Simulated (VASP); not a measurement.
# SnSe (F-43m) in VASP: further runs

SnSe is run at these levels: HF, PBEsol-based screened hybrid with 25 % exact exchange; tasks: single point.

All numbers are computed with VASP 6.6.1; they aren't measurements. Logs are shortened: lines on timing, memory, paths and dates and some standing lists are left out, and cuts for length are marked.

## (1) The cell of the first run

The structure is cubic, space group F-43m (No. 216). The conventional cell has a = 6.782 Å, b = 6.782 Å, c = 6.782 Å, α = 90.00°, β = 90.00°, γ = 90.00°. Sn (site symmetry -43m) has 4 Se at 2.94 Å within 3.9 Å. Within 3.9 Å of Se (site symmetry -43m) lie 4 Sn at 2.94 Å.

## (2) Single point, HF

Contents of POSCAR:

```
SnSe
1.0
    0.0000000000      3.3908400000      3.3908400000
    3.3908400000      0.0000000000      3.3908400000
    3.3908400000      3.3908400000      0.0000000000
Sn Se
1 1
Direct
    0.0000000000      0.0000000000      0.0000000000
    0.7500000000      0.7500000000      0.7500000000
```

Contents of INCAR.step1:

```
  ALGO = Normal
  EDIFF = 1E-5
  ENCUT = 520
  GGA = PE
  ISIF = 2
  ISMEAR = -1
  LASPH = T
  LREAL = F
  LWAVE = T
  NBANDS = 17
  NELM = 100
  PREC = Accurate
  SIGMA = 0.05
```

Contents of INCAR.step2:

```
  AEXX = 1.0
  AGGAC = 0.0
  ALDAC = 0.0
  ALGO = Normal
  EDIFF = 1E-6
  ENCUT = 520
  GGA = PE
  ISIF = 2
  ISMEAR = -1
  ISTART = 1
  LASPH = T
  LCHARG = T
  LELF = T
  LHFCALC = T
  LREAL = F
  LVHAR = T
  LWAVE = F
  NBANDS = 17
  NELM = 100
  PREC = Accurate
  PRECFOCK = Normal
  SIGMA = 0.05
```

Contents of KPOINTS:

```
k-points
0
Gamma
  4 4 4
```

Potentials or basis: VASP PAW PBE potentials, release 64 (Sn_d, Se).

Launch:

```sh
$ cat potpaw_PBE.64/Sn_d/POTCAR potpaw_PBE.64/Se/POTCAR > POTCAR
$ cp INCAR.step1 INCAR
$ mpirun -np 1 vasp_std > vasp.out
$ cp INCAR.step2 INCAR
$ mpirun -np 1 vasp_std > vasp.out
```

OUTCAR:

```text
AEXX = 1.0
   EDIFF = 1E-6
   ENCUT = 520
   GGA = PE
   ISIF = 2
   ISMEAR = -1
   ISTART = 1
   LASPH = T
   LHFCALC = T
   LREAL = F
   NELM = 100
   PREC = Accurate
   PRECFOCK = Normal

 ion  position               nearest neighbor table
   1  0.000  0.000  0.000-   2 2.94   2 2.94   2 2.94   2 2.94
   2  0.750  0.750  0.750-   1 2.94   1 2.94   1 2.94   1 2.94

  LATTYP: Found a face centered cubic cell.
 ALAT       =     6.7816800000

  Lattice vectors:

 A1 = (   0.0000000000,   3.3908400000,   3.3908400000)
 A2 = (   3.3908400000,   0.0000000000,   3.3908400000)
 A3 = (   3.3908400000,   3.3908400000,   0.0000000000)

Analysis of symmetry for initial positions (statically):
=====================================================================
 Subroutine PRICEL returns:
 Original cell was already a primitive cell.

 Routine SETGRP: Setting up the symmetry group for a
 face centered cubic supercell.

 Subroutine GETGRP returns: Found 24 space group operations
 (whereof 24 operations were pure point group operations)
 out of a pool of 48 trial point group operations.

The static configuration has the point symmetry T_d .

Analysis of symmetry for dynamics (positions and initial velocities):
=====================================================================
 Subroutine PRICEL returns:
 Original cell was already a primitive cell.

 Routine SETGRP: Setting up the symmetry group for a
 face centered cubic supercell.

 Subroutine GETGRP returns: Found 24 space group operations
 (whereof 24 operations were pure point group operations)
 out of a pool of 48 trial point group operations.

The dynamic configuration has the point symmetry T_d .

 Subroutine INISYM returns: Found 24 space group operations
 (whereof 24 operations are pure point group operations),
 and found     1 'primitive' translations

----------------------------------------------------------------------------------------

                                     Primitive cell

  volume of cell :      77.9744

  direct lattice vectors                    reciprocal lattice vectors
     0.000000000  3.390840000  3.390840000    -0.147456088  0.147456088  0.147456088
[... 71 lines left out ...]
   EDIFFG = 0.1E-04   stopping-criterion for IOM
   NSW    =      0    number of steps for IOM
   IBRION =     -1    ionic relax: 0-MD 1-quasi-New 2-CG
   NFREE  =      0    steps in history (QN), initial steepest desc. (CG)
   ISIF   =      2    stress and relaxation
   ISYM   =      3    0-nonsym 1-usesym 2-fastsym
   POTIM  = 0.5000    time-step for ionic-motion
   TEBEG  =    0.0;   TEEND  =   0.0 temperature during run
   PSTRESS=    0.0 pullay stress
   NELECT =      20.0000    total number of electrons
   NUPDOWN=      -1.0000    fix difference up-down
   EMIN   =  10.00;   EMAX   =-10.00  energy-range for DOS
   EFERMI =   0.00;   METHOD = LEGACY
   ISMEAR =    -1;   SIGMA  =   0.05  broadening in eV -4-tet -1-fermi 0-gaus
   EFERMI_NEDOS =   21; number of points for ismear=-14 and -15
   IALGO  =     38    algorithm
   IMIX   =      1    mixing-type and parameters
     AMIX     =   0.40;   BMIX     =  1.00
     AMIX_MAG =   1.60;   BMIX_MAG =  1.00
  volume/ion in A,a.u.               =      38.99       263.10
  Fermi-wavevector in a.u.,A,eV,Ry     =   1.040162  1.965621 14.720638  1.081936
  Thomas-Fermi vector in A             =   2.174725
   LORBIT       =      0    0 simple, 1 ext, 2 COOP (PROOUT), +10 PAW based schemes
   GGA     = PE    functional components
   LHFCALC =     T    Hartree Fock is set to
   PRECFOCK=normal    Normal, Fast or Accurate (Low or Medium for compatibility)
   ENCUT4O =  -1.0   cutoff for four orbital integrals eV
   NKREDX  =     1    reduce k-point grid by
   NKREDY  =     1    reduce k-point grid by
   NKREDZ  =     1    reduce k-point grid by
   AEXX    =    1.0000 exact exchange contribution
   HFSCREEN=    0.0000 screening length (either q_TF or 0.3 A-1)
   HFSCREENC=   0.0000 screening length for correlation (either q_TF or 0.3 A-1)
   ENCUTFOCK=  -1.0 apply spherical cutoff to Coloumb kernel
   IVDW    =     0    specifies the selected vdW correction
   LEPSILON=     F    determine dielectric tensor
   LRPA    =     F    only Hartree local field effects (RPA)
 non-spin polarized calculation
  energy-cutoff  :      520.00
  volume of cell :       77.97
 maximum number of plane-waves:      2120
  NGX = 28; NGY = 28; NGZ = 28

 number of electron      20.0000005 magnetization

 Free energy of the ion-electron system (eV)
  ---------------------------------------------------
  ext. energy  EPLUGINS =         0.00000000
  ---------------------------------------------------
  free energy    TOTEN  =       -16.37015034 eV

  energy without entropy =      -16.37015034  energy(sigma->0) =      -16.37015034

 E-fermi :   2.6794     XC(G=0):   0.0000

 val. band max:        1.5762399574   @ k =  -0.2500   0.5000   0.2500
 cond. band min:       6.1568403246   @ k =   0.5000   0.5000   0.0000
 fundamental gap:      4.5806003672
 Fermi energy:         2.6793566441

 k-point     1 :       0.0000    0.0000    0.0000
  band No.  band energies     occupation
      1     -29.0246      2.00000
      2     -29.0246      2.00000
      3     -29.0246      2.00000
      4     -28.9953      2.00000
      5     -28.9953      2.00000
      6     -17.2252      2.00000
[... 137 lines left out ...]
      4     -28.9975      2.00000
      5     -28.9952      2.00000
      6     -16.3204      2.00000
[... 9 lines left out ...]
     16      16.1652      0.00000
     17      16.7028      0.00000

------------------------ aborting loop because EDIFF is reached ----------------------------------------

  FORCE on cell =-STRESS in cart. coord.  units (eV):
  Direction    XX          YY          ZZ          XY          YZ          ZX
  --------------------------------------------------------------------------------------
  -------------------------------------------------------------------------------------
  Total        1.1932018      1.1932018      1.1932018      0.0000000      0.0000000      0.0000000
  in kB       24.5172981     24.5172981     24.5172981      0.0000000      0.0000000      0.0000000
  external PRESSURE =      24.5172981 kB  Pullay stress =       0.0000000 kB

 VOLUME and BASIS-vectors are now :
 -----------------------------------------------------------------------------
  energy-cutoff  :      520.00
  volume of cell :       77.97
      direct lattice vectors                 reciprocal lattice vectors
     0.000000000  3.390840000  3.390840000    -0.147456088  0.147456088  0.147456088
     3.390840000  0.000000000  3.390840000     0.147456088 -0.147456088  0.147456088
     3.390840000  3.390840000  0.000000000     0.147456088  0.147456088 -0.147456088

 POSITION                                       TOTAL-FORCE (eV/Angst)
 -----------------------------------------------------------------------------------
      0.00000      0.00000      0.00000         0.000000      0.000000     -0.000000
      5.08626      5.08626      5.08626        -0.000000     -0.000000      0.000000
 -----------------------------------------------------------------------------------
    total drift:                               -0.000002     -0.000001     -0.000001

  FREE ENERGIE OF THE ION-ELECTRON SYSTEM (eV)
  ---------------------------------------------------
  free  energy   TOTEN  =       -16.3701503402 eV

  energy  without entropy=      -16.3701503402  energy(sigma->0) =      -16.37015034
```

It took 16 min on 1 thread of Intel Xeon Platinum 8488C (Sapphire Rapids), shared host; peak memory 0.22 GiB.

What came out:

| Property | Result |
| --- | --- |
| Free energy | -16.3702 eV |
| Pressure | 2.5 GPa |
| Band gap on the k mesh | 4.58 eV (least direct gap 5.47 eV) |

Caveat: the PAW data sets were made with another functional, which shifts forces and pressure a little; spin-orbit coupling is left out, which moves the levels of the heavy elements. A k mesh can miss the band edges.

## (3) Single point, HF

This run uses another cell than the first one, of 42.35 Å³/atom.

Contents of POSCAR:

```
SnSe
1.0
    0.0000000000      3.4857392870      3.4857392870
    3.4857392870      0.0000000000      3.4857392870
    3.4857392870      3.4857392870      0.0000000000
Sn Se
1 1
Direct
    0.0000000000      0.0000000000      0.0000000000
    0.7500000000      0.7500000000      0.7500000000
```

Contents of INCAR.step1:

```
  PREC = Accurate
  ENCUT = 520
  EDIFF = 1E-5
  ISMEAR = -1
  SIGMA = 0.05
  LREAL = F
  LASPH = T
  NELM = 100
  ALGO = Normal
  ISIF = 2
  LWAVE = T
  GGA = PE
  NBANDS = 17
```

Contents of INCAR.step2:

```
  PREC = Accurate
  ENCUT = 520
  EDIFF = 1E-7
  ISMEAR = -1
  SIGMA = 0.05
  LREAL = F
  LASPH = T
  NELM = 100
  ALGO = Normal
  ISIF = 2
  LWAVE = F
  LCHARG = T
  GGA = PE
  LHFCALC = T
  AEXX = 1.0
  ALDAC = 0.0
  AGGAC = 0.0
  PRECFOCK = Normal
  LELF = T
  LVHAR = T
  ISTART = 1
  NBANDS = 17
```

Contents of KPOINTS:

```
regular mesh
0
Gamma
  4 4 4
```

Potentials or basis: VASP PAW PBE potentials, release 64 (Sn_d, Se).

Launch:

```sh
$ cat potpaw_PBE.64/Sn_d/POTCAR potpaw_PBE.64/Se/POTCAR > POTCAR
$ cp INCAR.step1 INCAR
$ mpirun -np 1 vasp_std > vasp.out
$ cp INCAR.step2 INCAR
$ mpirun -np 1 vasp_std > vasp.out
```

Run time: 18 min. Hardware: 1 thread of Intel Xeon Platinum 8488C (Sapphire Rapids), shared host; peak memory 0.25 GiB.

It converged, with:

```yaml
Free_energy: -16.4097 eV
Pressure: -0.5 GPa
Band_gap_on_the_k_mesh: 4.91 eV (least direct gap 5.65 eV)
```

Levels at points of the mesh, in eV from the valence-band top:
```tsv
k point	band 8	band 9	band 10	band 11	band 12	band 13
(0.00, 0.00, 0.00)	-3.17	-3.17	-3.17	6.71	6.71	6.71
(0.50, 0.00, 0.00)	-3.77	-3.77	-2.44	7.54	7.54	8.47
(0.50, 0.50, 0.00)	-4.57	-4.57	-0.74	4.91	10.03	10.03
```

Caveat: the PAW data sets were made with another functional, which shifts forces and pressure a little; spin-orbit coupling is left out, which moves the levels of the heavy elements. A k mesh can miss the band edges.

## (4) Single point, PBEsol-based screened hybrid with 25 % exact exchange

This run uses another cell than the first one, of 36.33 Å³/atom.

Contents of POSCAR:

```
SnSe
1.0
    0.0000000000      3.3119963055      3.3119963055
    3.3119963055      0.0000000000      3.3119963055
    3.3119963055      3.3119963055      0.0000000000
Sn Se
1 1
Direct
    0.0000000000      0.0000000000      0.0000000000
    0.7500000000      0.7500000000      0.7500000000
```

Contents of INCAR.step1:

```
PREC = Accurate
ENCUT = 520
EDIFF = 1E-5
ISMEAR = -1
SIGMA = 0.05
LREAL = False
LASPH = True
NELM = 100
ALGO = Normal
ISIF = 2
LWAVE = True
LCHARG = False
GGA = PE
NBANDS = 17
```

Contents of INCAR.step2:

```
PREC = Accurate
ENCUT = 520
EDIFF = 1E-6
ISMEAR = -1
SIGMA = 0.05
LREAL = False
LASPH = True
NELM = 100
ALGO = Normal
ISIF = 2
LWAVE = False
LCHARG = False
GGA = PS
LHFCALC = True
AEXX = 0.25
HFSCREEN = 0.207
PRECFOCK = Normal
ISTART = 1
NBANDS = 17
```

KPOINTS is that of step 3.

Launch:

```sh
$ cat potpaw_PBE.64/Sn_d/POTCAR potpaw_PBE.64/Se/POTCAR > POTCAR
$ cp INCAR.step1 INCAR
$ mpirun -np 1 vasp_std > vasp.out
$ cp INCAR.step2 INCAR
$ mpirun -np 1 vasp_std > vasp.out
```

Wall time 13 min (1 thread of Intel Xeon Platinum 8259CL at 2.50GHz (Skylake/Cascade Lake), shared host); peak memory 0.32 GiB.

Results (log left out):

```
Free energy : -9.6088 eV
Pressure    : 0.0 GPa
```

Levels at points of the mesh, in eV from the Fermi level:
```csv
k point,band 7,band 8,band 9,band 10,band 11,band 12,band 13,band 14
"(0.00, 0.00, 0.00)",-5.82,-2.99,-2.99,-2.99,1.73,1.73,1.73,5.05
"(0.50, 0.00, 0.00)",-8.32,-3.58,-3.58,-2.59,2.54,2.54,3.83,6.60
"(0.50, 0.50, 0.00)",-8.63,-4.39,-4.39,-0.88,-0.02,5.08,5.08,5.93
```

Caveat: the k points lie up to 0.41 Å⁻¹ apart; the PAW data sets were made with another functional, which shifts forces and pressure a little; spin-orbit coupling is left out, which moves the levels of the heavy elements.

## (5) Overview

```csv
level,cell,share of exact exchange,screening parameter,gap on the mesh (eV),pressure (GPa)
HF,"a = 4.795 Å, angles 60.0°, 2 atoms",1,-,4.58,2.5
HF,"a = 4.930 Å, angles 60.0°, 2 atoms",1,-,4.91,-0.5
PBEsol-based screened hybrid with 25 % exact exchange,"a = 4.684 Å, angles 60.0°, 2 atoms",0.25,0.207 1/Å,-,0.0
```

Alike in all rows: task single point; potentials or basis VASP PAW PBE potentials, release 64 (Sn_d, Se); no spin polarisation; k mesh 4 × 4 × 4; cutoff (eV) 520; smearing fermi-dirac 0.05 eV.

Caveats: some runs use coarse meshes; the PAW data sets were made with another functional, which shifts forces and pressure a little; spin-orbit coupling is left out, which moves the levels of the heavy elements.

Total energies depend on the potentials used, so only differences within one code and one set of settings carry meaning.
